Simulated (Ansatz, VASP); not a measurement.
# Ti: VASP beside Ansatz

The input POSCAR:

```
Ti
1.0
   -1.6518678664      1.6518678664      1.6518678664
    1.6518678664     -1.6518678664      1.6518678664
    1.6518678664      1.6518678664     -1.6518678664
Ti
1
Direct
    0.0000000000      0.0000000000      0.0000000000
```

Contents of INCAR.step1:

```
ALGO = Normal
EDIFF = 1E-5
ENCUT = 520
GGA = PE
ISIF = 2
ISMEAR = -1
LASPH = T
LCHARG = F
LREAL = F
LWAVE = T
NBANDS = 12
NELM = 80
PREC = Accurate
SIGMA = 0.05
```

INCAR.step2

```
AEXX = 0.1
ALGO = Normal
EDIFF = 1E-6
ENCUT = 520
ISIF = 2
ISMEAR = -1
ISTART = 1
LASPH = T
LCHARG = F
LHFCALC = T
LMIXTAU = T
LREAL = F
LWAVE = F
METAGGA = R2SCAN
NBANDS = 12
NELM = 80
PREC = Accurate
PRECFOCK = Normal
SIGMA = 0.05
```

The input KPOINTS:

```
k-points
0
Gamma
  6 6 6
```

File input.yaml:

```yaml
crystal:
  lattice:
    - [-1.6518678664, 1.6518678664, 1.6518678664]
    - [1.6518678664, -1.6518678664, 1.6518678664]
    - [1.6518678664, 1.6518678664, -1.6518678664]
  atoms:
    - { symbol: Ti, position: [0.0, 0.0, 0.0] }
hamiltonian:
  xc: r2scanh
  pseudopotentials: { kind: paw }
kpoints:
  mp_grid: { grid: [6, 6, 6] }
scf:
  occupations: { method: fermi_dirac, width: 0.05 }
output:
  forces: true
  stress: true
  eigenvalues: true
```

Alike in both runs: task single point; functional r2SCANh; k mesh 6 × 6 × 6; occupations fermi-dirac, width 0.05 eV; no spin polarisation.

|  | VASP | Ansatz |
| --- | --- | --- |
| version | VASP 6.6.1 | Ansatz 0.2.0 |
| potentials or method | VASP PAW PBE potentials, release 64 (Ti_sv) | Ansatz PAW |
| plane-wave cutoff (eV) | 520 | 500 |
| valence electrons in the cell | 12 | 12 |

VASP gave:

```
gap on the k mesh at the Fermi level (eV) : none
pressure (GPa)                            : -4.0
```

Which values does Ansatz return?

gap on the k mesh at the Fermi level (eV): none; pressure (GPa): -4.3.

VASP's potentials were made for PBE, not for r2SCANh. A gap of «none» marks a metal or a gap that the smearing closes.

The k mesh is coarse, so the values compare programs but aren't converged.
